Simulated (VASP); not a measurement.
# MnO (P6_3/mmc) in VASP: a series of runs

The runs below take MnO through single point, with PBE.

Everything below comes from runs of VASP 6.6.1. Logs are shortened: lines on timing, memory, paths and dates and some standing lists are left out, and cuts for length are marked.

**1. The cell of the first run**

Symmetry: P6_3/mmc, No. 194, hexagonal system. Conventional cell: a = 3.078 Å, b = 3.078 Å, c = 5.300 Å, α = 90.00°, β = 90.00°, γ = 120.00°. Within 2.9 Å of Mn (site symmetry -3m) lie 6 O at 2.22 Å and 2 Mn at 2.65 Å. O (site symmetry -6m2) has 6 Mn at 2.22 Å within 2.9 Å.

**2. Single point, PBE, collinear spin, antiferromagnetic start**

File INCAR:

```
PREC = Accurate
ENCUT = 520
EDIFF = 1E-6
ISMEAR = -5
SIGMA = 0.1
LREAL = F
LASPH = T
NELM = 150
ALGO = Normal
ISIF = 2
LWAVE = F
LCHARG = F
ISPIN = 2
MAGMOM = 5 -5 0 0
LORBIT = 11
LMAXMIX = 4
GGA = PE
NBANDS = 31
```

File KPOINTS:

```
Automatic mesh
0
Gamma
  12 12 8
```

File POSCAR:

```
MnO
1.0
    3.0779632574      0.0000000000      0.0000000000
   -1.5389816287      2.6655943729      0.0000000000
    0.0000000000      0.0000000000      5.2995560115
Mn O
2 2
Direct
    0.0000000000      0.0000000000      0.0000000000
    0.0000000000      0.0000000000      0.5000000000
    0.3333333333      0.6666666667      0.2499993605
    0.6666666667      0.3333333333      0.7500006395
```

Potentials or basis: VASP PAW PBE potentials, release 64 (Mn_pv, O).

Started as:

```sh
$ cat potpaw_PBE.64/Mn_pv/POTCAR potpaw_PBE.64/O/POTCAR > POTCAR
$ mpirun -np 1 vasp_std > vasp.out
```

OUTCAR:

```text
PREC = Accurate
   ENCUT = 520
   EDIFF = 1E-6
   ISMEAR = -5
   LREAL = F
   LASPH = T
   NELM = 150
   ISIF = 2
   ISPIN = 2
   LORBIT = 11
   GGA = PE

 ion  position               nearest neighbor table
   1  0.000  0.000  0.000-   3 2.22   4 2.22   4 2.22   3 2.22   4 2.22   3 2.22   2 2.65   2 2.65

   2  0.000  0.000  0.500-   3 2.22   4 2.22   4 2.22   3 2.22   4 2.22   3 2.22   1 2.65   1 2.65

   3  0.333  0.667  0.250-   1 2.22   1 2.22   1 2.22   2 2.22   2 2.22   2 2.22
   4  0.667  0.333  0.750-   1 2.22   1 2.22   1 2.22   2 2.22   2 2.22   2 2.22

  LATTYP: Found a hexagonal cell.
 ALAT       =     3.0779632574
 C/A-ratio  =     1.7217736433

  Lattice vectors:

 A1 = (   3.0779632574,   0.0000000000,   0.0000000000)
 A2 = (  -1.5389816287,   2.6655943729,   0.0000000000)
 A3 = (   0.0000000000,   0.0000000000,   5.2995560115)

Analysis of symmetry for initial positions (statically):
=====================================================================
 Subroutine PRICEL returns:
 Original cell was already a primitive cell.

 Routine SETGRP: Setting up the symmetry group for a
 hexagonal supercell.

 Subroutine GETGRP returns: Found 24 space group operations
 (whereof 12 operations were pure point group operations)
 out of a pool of 24 trial point group operations.

The static configuration has the point symmetry D_3d.
 The point group associated with its full space group is D_6h.

Analysis of symmetry for dynamics (positions and initial velocities):
=====================================================================
 Subroutine PRICEL returns:
 Original cell was already a primitive cell.

 Routine SETGRP: Setting up the symmetry group for a
 hexagonal supercell.

 Subroutine GETGRP returns: Found 24 space group operations
 (whereof 12 operations were pure point group operations)
 out of a pool of 24 trial point group operations.

The dynamic configuration has the point symmetry D_3d.
 The point group associated with its full space group is D_6h.

Analysis of structural, dynamic, and magnetic symmetry:
=====================================================================
 Subroutine PRICEL returns:
 Original cell was already a primitive cell.

 Routine SETGRP: Setting up the symmetry group for a
 hexagonal supercell.

 Subroutine GETGRP returns: Found 24 space group operations
 (whereof 12 operations were pure point group operations)
 out of a pool of 24 trial point group operations.

The overall configuration has the point symmetry D_3d.
[... 134 lines left out ...]
   IVDW    =     0    specifies the selected vdW correction
   LEPSILON=     F    determine dielectric tensor
   LRPA    =     F    only Hartree local field effects (RPA)
 spin polarized calculation
 Fermi weights with tetrahedron method with Bloechl corrections
  energy-cutoff  :      520.00
  volume of cell :       43.48
 maximum number of plane-waves:      1186
 NGX is ok and might be reduce to    24
   NGX = 11   NGY = 11   NGZ = 19

 number of electron      38.0000000 magnetization      -0.0000000

 number of electron      38.0000021 magnetization       0.0000000

 Free energy of the ion-electron system (eV)
  ---------------------------------------------------
  ext. energy  EPLUGINS =         0.00000000
  ---------------------------------------------------
  free energy    TOTEN  =       -32.88262296 eV

  energy without entropy =      -32.88262296  energy(sigma->0) =      -32.88262296

 E-fermi :   6.9467     XC(G=0): -11.8932

 val. band max:        6.8601381980   @ k =   0.5000   0.0000   0.5000
 cond. band min:       7.7379475843   @ k =   0.5000   0.0000   0.5000
 fundamental gap:      0.8778093864
 Fermi energy:         6.9466771485

 spin component 1

 k-point     1 :       0.0000    0.0000    0.0000
  band No.  band energies     occupation
      1     -42.8502      1.00000
      2     -42.7619      1.00000
      3     -42.7619      1.00000
      4     -38.3358      1.00000
      5     -38.1746      1.00000
      6     -38.1746      1.00000
[... 805 lines left out ...]
     30      19.9365      0.00000
     31      21.1938      0.00000

 [... further k-points ...]

 spin component 2

 k-point     1 :       0.0000    0.0000    0.0000
  band No.  band energies     occupation
      1     -42.8499      1.00000
      2     -42.7616      1.00000
      3     -42.7616      1.00000
      4     -38.3361      1.00000
      5     -38.1749      1.00000
      6     -38.1749      1.00000
[... 805 lines left out ...]
     30      19.6509      0.00000
     31      21.1882      0.00000

 [... further k-points ...]

------------------------ aborting loop because EDIFF is reached ----------------------------------------

  FORCE on cell =-STRESS in cart. coord.  units (eV):
  Direction    XX          YY          ZZ          XY          YZ          ZX
  --------------------------------------------------------------------------------------
  -------------------------------------------------------------------------------------
  Total        0.0284355      0.0284355      0.0629831     -0.0000000      0.0000000      0.0000000
  in kB        1.0477912      1.0477912      2.3207990     -0.0000000      0.0000000      0.0000000
  external PRESSURE =       1.4721272 kB  Pullay stress =       0.0000000 kB

 VOLUME and BASIS-vectors are now :
 -----------------------------------------------------------------------------
  energy-cutoff  :      520.00
  volume of cell :       43.48
      direct lattice vectors                 reciprocal lattice vectors
     3.077963257  0.000000000  0.000000000     0.324890168  0.187575426  0.000000000
    -1.538981629  2.665594373  0.000000000     0.000000000  0.375150852  0.000000000
     0.000000000  0.000000000  5.299556011     0.000000000  0.000000000  0.188695053

 POSITION                                       TOTAL-FORCE (eV/Angst)
 -----------------------------------------------------------------------------------
      0.00000      0.00000      0.00000         0.000000      0.000000      0.000000
      0.00000      0.00000      2.64978         0.000000      0.000000      0.000000
     -0.00000      1.77706      1.32489        -0.000000      0.000000     -0.000000
      1.53898      0.88853      3.97467         0.000000     -0.000000      0.000000
 -----------------------------------------------------------------------------------
    total drift:                                0.000000     -0.000000      0.000000

  FREE ENERGIE OF THE ION-ELECTRON SYSTEM (eV)
  ---------------------------------------------------
  free  energy   TOTEN  =       -32.8826229643 eV

  energy  without entropy=      -32.8826229643  energy(sigma->0) =      -32.88262296

 total charge

# of ion       s       p       d       tot
------------------------------------------
    1        0.210   6.188   5.009  11.407
    2        0.210   6.188   5.009  11.407
    3        1.562   3.408   0.000   4.969
    4        1.562   3.408   0.000   4.969
--------------------------------------------------
tot          3.543  19.192  10.018  32.753

 magnetization (x)

# of ion       s       p       d       tot
------------------------------------------
    1        0.015   0.012   4.192   4.219
    2       -0.015  -0.012  -4.192  -4.219
    3        0.000   0.000   0.000   0.000
    4        0.000   0.000   0.000   0.000
--------------------------------------------------
tot         -0.000   0.000  -0.000  -0.000
```

OSZICAR:

```text
N       E                     dE             d eps       ncg     rms          rms(c)
DAV:   1     0.443329572651E+03    0.44333E+03   -0.21167E+04 12044   0.151E+03
DAV:   2    -0.331359402433E+01   -0.44664E+03   -0.42026E+03 12382   0.448E+02
DAV:   3    -0.369333802825E+02   -0.33620E+02   -0.33075E+02 13138   0.132E+02
DAV:   4    -0.374200472667E+02   -0.48667E+00   -0.48610E+00 12536   0.168E+01
DAV:   5    -0.374255992777E+02   -0.55520E-02   -0.55503E-02 13222   0.183E+00    0.201E+01
DAV:   6    -0.330815228789E+02    0.43441E+01   -0.16213E+01 14159   0.402E+01    0.156E+01
DAV:   7    -0.328985501679E+02    0.18297E+00   -0.26537E+00 13158   0.189E+01    0.103E+01
DAV:   8    -0.328961088250E+02    0.24413E-02   -0.41989E-01 12928   0.394E+00    0.609E+00
DAV:   9    -0.328801395519E+02    0.15969E-01   -0.42329E-02 12901   0.250E+00    0.150E+00
DAV:  10    -0.328827463841E+02   -0.26068E-02   -0.22030E-02 12326   0.151E+00    0.374E-01
DAV:  11    -0.328825183081E+02    0.22808E-03   -0.74075E-04 12991   0.205E-01    0.849E-02
DAV:  12    -0.328825893374E+02   -0.71029E-04   -0.68646E-05 12613   0.714E-02    0.457E-02
DAV:  13    -0.328826209226E+02   -0.31585E-04   -0.22826E-05 12109   0.399E-02    0.168E-02
DAV:  14    -0.328826223954E+02   -0.14728E-05   -0.27714E-06 11210   0.155E-02    0.411E-03
DAV:  15    -0.328826229643E+02   -0.56885E-06   -0.39623E-07  6583   0.471E-03
   1 F= -.32882623E+02 E0= -.32882623E+02  d E =0.000000E+00  mag=     0.0000
```

stdout:

```text
POSCAR found type information on POSCAR MnO
 POSCAR found :  2 types and       4 ions
 scaLAPACK will be used
 LDA part: xc-table for (Slater+PW92), standard interpolation
 POSCAR, INCAR and KPOINTS ok, starting setup
 FFT: planning ... GRIDC
 FFT: planning ... GRID_SOFT
 FFT: planning ... GRID
 WAVECAR not read
 entering main loop
```

It took 5.5 min on 1 thread of Intel Xeon 8259CL, shared host; peak memory 0.32 GiB.

Results:

```yaml
Free_energy: -32.8826 eV
Pressure: 0.1 GPa
Band_gap_on_the_k_mesh: 0.88 eV
Net_moment: 0.00 μB per cell
Site_moments: Mn +4.22, -4.22; O +0.00 μB
Valence_electrons_inside_the_program's_atomic_spheres: Mn 11.41; O 4.97
```

Stress tensor (GPa, compression positive):
```
0.10 0.00 0.00
0.00 0.10 0.00
0.00 0.00 0.23
```

Levels at points of the mesh, in eV from the valence-band top:
Spin up:
| k point | band 16 | band 17 | band 18 | band 19 | band 20 | band 21 | band 22 | band 23 |
| --- | --- | --- | --- | --- | --- | --- | --- | --- |
| (0.00, 0.00, 0.00) | -2.10 | -2.10 | -0.69 | -0.69 | 0.96 | 2.18 | 2.18 | 2.24 |
| (0.50, 0.00, 0.00) | -1.37 | -1.25 | -0.44 | -0.30 | 1.25 | 2.91 | 2.97 | 3.58 |
| (0.00, 0.00, 0.50) | -2.04 | -1.97 | -0.06 | -0.06 | 1.33 | 2.01 | 2.01 | 3.17 |
| (0.50, 0.00, 0.50) | -1.37 | -1.19 | -0.09 | 0.00 | 0.88 | 2.69 | 2.96 | 3.32 |
Spin down:
```tsv
k point	band 17	band 18	band 19	band 20	band 21	band 22
(0.00, 0.00, 0.00)	-2.09	-0.69	-0.69	0.96	2.18	2.18
(0.50, 0.00, 0.00)	-1.25	-0.44	-0.30	1.25	2.91	2.97
(0.00, 0.00, 0.50)	-1.97	-0.05	-0.05	1.33	2.01	2.01
(0.50, 0.00, 0.50)	-1.19	-0.09	0.00	0.88	2.69	2.96
```

A k mesh can miss the band edges.

**3. Single point, PBE, collinear spin, antiferromagnetic start (11.30 Å³/atom)**

This run uses another cell than the first one, of 11.30 Å³/atom.

File INCAR:

```
SYSTEM = MnO
PREC = Accurate ; ENCUT = 520
EDIFF = 1E-6 ; ISMEAR = 0
SIGMA = 0.05 ; LREAL = .False.
LASPH = .True. ; NELM = 150
ALGO = Normal ; ISIF = 2
LWAVE = .False. ; LCHARG = .True.
ISPIN = 2 ; MAGMOM = 4.38 -4.38 0 0
LORBIT = 11 ; LMAXMIX = 4
GGA = PE ; LELF = .True.
LVHAR = .True. ; NBANDS = 31
```

File KPOINTS:

```
regular mesh
0
Gamma
  12 12 8
  0 0 0
```

File POSCAR:

```
MnO
1.0
    3.1228545551      0.0000000000      0.0000000000
   -1.5614272776      2.7044713771      0.0000000000
    0.0000000000      0.0000000000      5.3542195182
Mn O
2 2
Direct
    0.0000000000      0.0000000000      0.0000000000
    0.0000000000      0.0000000000      0.5000000000
    0.3333333333      0.6666666667      0.2500003144
    0.6666666667      0.3333333333      0.7499996856
```

Potentials or basis: VASP PAW PBE potentials, release 64 (Mn_pv, O).

Started as:

```sh
$ cat potpaw_PBE.64/Mn_pv/POTCAR potpaw_PBE.64/O/POTCAR > POTCAR
$ mpirun -np 1 vasp_std > vasp.out
```

Run time: 3.2 min. Hardware: 1 thread of Intel Xeon Platinum 8375C at 2.90GHz (Ice Lake), shared host; peak memory 0.3 GiB.

The run converged. Its results:

```yaml
Free_energy: -32.8578 eV
Pressure: -5.0 GPa
Band_gap_on_the_k_mesh: 0.90 eV (least direct gap 1.09 eV)
Net_moment: 0.00 μB per cell
Site_moments: Mn +4.26, -4.26; O +0.00 μB
Valence_electrons_inside_the_program's_atomic_spheres: Mn 11.37; O 4.95
```

Stress tensor (GPa, compression positive):
```
-5.00  0.00  0.00
 0.00 -5.00  0.00
 0.00  0.00 -4.88
```

Levels at points of the mesh, in eV from the valence-band top:
Spin up:
| k point | band 16 | band 17 | band 18 | band 19 | band 20 | band 21 | band 22 | band 23 |
| --- | --- | --- | --- | --- | --- | --- | --- | --- |
| (0.00, 0.00, 0.00) | -1.99 | -1.99 | -0.59 | -0.59 | 0.90 | 2.30 | 2.30 | 2.34 |
| (0.50, 0.00, 0.00) | -1.33 | -1.19 | -0.41 | -0.24 | 1.40 | 2.98 | 3.05 | 3.61 |
| (0.00, 0.00, 0.50) | -1.94 | -1.86 | 0.00 | 0.00 | 1.48 | 2.15 | 2.15 | 3.16 |
| (0.50, 0.00, 0.50) | -1.32 | -1.15 | -0.05 | 0.00 | 1.09 | 2.77 | 3.04 | 3.33 |
Spin down:
```tsv
k point	band 17	band 18	band 19	band 20	band 21	band 22
(0.00, 0.00, 0.00)	-1.99	-0.59	-0.59	0.90	2.30	2.30
(0.50, 0.00, 0.00)	-1.19	-0.41	-0.24	1.40	2.98	3.05
(0.00, 0.00, 0.50)	-1.86	0.00	0.00	1.48	2.15	2.15
(0.50, 0.00, 0.50)	-1.15	-0.05	0.00	1.09	2.77	3.04
```

Caveat: the cell stands under tension.

**4. Single point, PBE, collinear spin, antiferromagnetic start (11.09 Å³/atom)**

This run uses another cell than the first one, of 11.09 Å³/atom.

File INCAR:

```
ALGO = Normal ; EDIFF = 1E-6
ENCUT = 520 ; GGA = PE
ISIF = 2 ; ISMEAR = 0
ISPIN = 2 ; LASPH = T
LCHARG = F ; LMAXMIX = 4
LORBIT = 11 ; LREAL = F
LWAVE = F ; MAGMOM = 4.35 -4.35 0 0
NBANDS = 31 ; NELM = 150
PREC = Accurate ; SIGMA = 0.05
```

File KPOINTS:

```
k-points
0
Gamma
  12 12 8
```

File POSCAR:

```
MnO
1.0
    3.1005285315      0.0000000000      0.0000000000
   -1.5502642658      2.6851364734      0.0000000000
    0.0000000000      0.0000000000      5.3271516054
Mn O
2 2
Direct
    0.0000000000      0.0000000000      0.0000000000
    0.0000000000      0.0000000000      0.5000000000
    0.3333333333      0.6666666667      0.2499994782
    0.6666666667      0.3333333333      0.7500005218
```

Started as:

```sh
$ cat potpaw_PBE.64/Mn_pv/POTCAR potpaw_PBE.64/O/POTCAR > POTCAR
$ mpirun -np 1 vasp_std > vasp.out
```

Run time: 5.5 min. Hardware: 1 thread of Intel Xeon 8259CL, shared host; peak memory 0.31 GiB.

The run converged. Its results:

| Quantity | Value |
| --- | --- |
| Free energy | -32.8771 eV |
| Pressure | -2.5 GPa |
| Band gap on the k mesh | 0.93 eV (least direct gap 0.99 eV) |
| Net moment | 0.00 μB per cell |
| Site moments | Mn +4.24, -4.24; O +0.00 μB |
| Valence electrons inside the program's atomic spheres | Mn 11.39; O 4.96 |

Stress tensor (GPa, compression positive):
```
-2.57  0.00  0.00
 0.00 -2.57  0.00
 0.00  0.00 -2.47
```

Levels at points of the mesh, in eV from the valence-band top:
Spin up:
```csv
k point,band 16,band 17,band 18,band 19,band 20,band 21,band 22,band 23
"(0.00, 0.00, 0.00)",-2.04,-2.04,-0.64,-0.64,0.93,2.24,2.24,2.29
"(0.50, 0.00, 0.00)",-1.35,-1.22,-0.42,-0.27,1.33,2.95,3.01,3.60
"(0.00, 0.00, 0.50)",-1.99,-1.91,-0.03,-0.03,1.41,2.08,2.08,3.20
"(0.50, 0.00, 0.50)",-1.35,-1.17,-0.07,0.00,0.99,2.73,3.00,3.33
```
Spin down:
| k point | band 15 | band 16 | band 17 | band 18 | band 19 | band 20 | band 21 | band 22 | band 23 | band 24 |
| --- | --- | --- | --- | --- | --- | --- | --- | --- | --- | --- |
| (0.00, 0.00, 0.00) | -2.58 | -2.04 | -2.04 | -0.64 | -0.64 | 0.93 | 2.24 | 2.24 | 2.29 | 3.34 |
| (0.50, 0.00, 0.00) | -2.71 | -1.35 | -1.22 | -0.42 | -0.27 | 1.33 | 2.95 | 3.01 | 3.60 | 3.62 |
| (0.00, 0.00, 0.50) | -1.99 | -1.99 | -1.91 | -0.03 | -0.03 | 1.41 | 2.08 | 2.08 | 3.20 | 3.20 |
| (0.50, 0.00, 0.50) | -2.50 | -1.34 | -1.17 | -0.07 | 0.00 | 0.99 | 2.73 | 3.00 | 3.32 | 3.40 |

A k mesh can miss the band edges.

**5. Overview**

| cell | smearing | gap on the mesh (eV) | pressure (GPa) | moment (μB) |
| --- | --- | --- | --- | --- |
| a = 3.078, b = 3.078, c = 5.300 Å, angles 90.0, 90.0, 120.0°, 4 atoms | tetrahedron | 0.88 | 0.1 | 0.00 |
| a = 3.123, b = 3.123, c = 5.354 Å, angles 90.0, 90.0, 120.0°, 4 atoms | gaussian 0.05 eV | 0.90 | -5.0 | 0.00 |
| a = 3.101, b = 3.101, c = 5.327 Å, angles 90.0, 90.0, 120.0°, 4 atoms | gaussian 0.05 eV | 0.93 | -2.5 | 0.00 |

Alike in all rows: task single point; level PBE; potentials or basis VASP PAW PBE potentials, release 64 (Mn_pv, O); spin collinear, antiferromagnetic start; k mesh 12 × 12 × 8; cutoff (eV) 520.

Caveats: the cell stands under tension (at least some runs).

Absolute energies hang on the potentials; compare differences alone.
